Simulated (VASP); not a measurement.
Rb, 1 atom in the cell. Symmetry: Im-3m, No. 229, cubic system. Conventional cell: a = 5.435 Å, b = 5.435 Å, c = 5.435 Å, α = 90.00°, β = 90.00°, γ = 90.00°.  This cell differs from its parent crystal: volume scaled by 0.88.

```yaml
Program: VASP 6.6.1
Task: single point
Functional: PBE
Potentials_or_basis: VASP PAW PBE potentials, release 64 (Rb_sv)
Cutoff: 520 eV
k_mesh: 10 × 10 × 10
Occupations: fermi-dirac, width 0.1 eV
Spin: no spin polarisation
Dipole_correction: no
Further_INCAR_settings: ALGO = Normal; EDIFF = 1e-06; NBANDS = 10
```

Potentials or basis: VASP PAW PBE potentials, release 64 (Rb_sv).

Command:

```console
$ cat potpaw_PBE.64/Rb_sv/POTCAR > POTCAR
$ mpirun -np 1 vasp_std > vasp.out
```

Hardware: 1 thread of AMD EPYC 7R43 64-Core Processor (Zen 3), with other jobs on the host.

Question: Estimate the wall time of this run.

Answer: Run time: 32 s on 1 thread of AMD EPYC 7R43 64-Core Processor (Zen 3) (shared host), peak memory 0.18 GiB. Counts: scf iterations 10, k points 47.
